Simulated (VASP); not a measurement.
Wanted: the native input for a VASP 6.6.1 run.

* Task: single point
* Functional: PBEsol
* Potentials or basis: VASP PAW PBE potentials, release 64 (Ti_sv, S)
* Cutoff: 520 eV
* k mesh: 6 × 6 × 6
* Occupations: fermi-dirac, width 0.05 eV
* Spin: no spin polarisation
* Hubbard terms: Ti d U = 4.0 eV
* Dipole correction: no
* Further INCAR settings: ALGO = Normal; EDIFF = 1e-07; NBANDS = 32

The structure of Ti3S2 lies in POSCAR:

```
Ti3S2
1.0
    2.7131139241      1.5664170544      3.2376184047
   -2.7131139241      1.5664170544      3.2376184047
    0.0000000000     -3.1328341088      3.2376184047
Ti S
3 2
Direct
    0.0000000000      0.3356550000      0.6643450000
    0.6643450000      0.0000000000      0.3356550000
    0.3356550000      0.6643450000      0.0000000000
    0.1678390000      0.1678390000      0.1678390000
    0.8321610000      0.8321610000      0.8321610000
```

The input as run:

INCAR

```
SYSTEM = Ti3S2
  PREC = Accurate
  ENCUT = 520
  EDIFF = 1E-7
  ISMEAR = -1
  SIGMA = 0.05
  LREAL = .FALSE.
  LASPH = .TRUE.
  NELM = 150
  ALGO = Normal
  ISIF = 2
  LWAVE = .FALSE.
  LCHARG = .FALSE.
  LMAXMIX = 4
  LDAU = .TRUE.
  LDAUTYPE = 2
  LDAUL = 2 -1
  LDAUU = 4 0
  LDAUJ = 0 0
  LDAUPRINT = 1
  GGA = PS
  NBANDS = 32
```

KPOINTS

```
Automatic mesh
0
G
  6 6 6
  0 0 0
```

Potentials or basis: VASP PAW PBE potentials, release 64 (Ti_sv, S).

Launch:

```bash
$ cat potpaw_PBE.64/Ti_sv/POTCAR potpaw_PBE.64/S/POTCAR > POTCAR
$ mpirun -np 1 vasp_std > vasp.out
```

It gave:

```json
{"Pressure": "1.8 GPa", "Largest force": "0.095 eV/Å", "Band gap on the k mesh": "zero (bands 24 and 25 overlap by 0.28 eV)"}
```

Caveat: the PAW data sets were made with another functional, which shifts forces and pressure a little; U without spin polarisation on a metal has little footing.

Wall time 3.1 min on 1 thread of AMD EPYC 7R13, with other jobs on the host, peak memory 0.21 GiB.
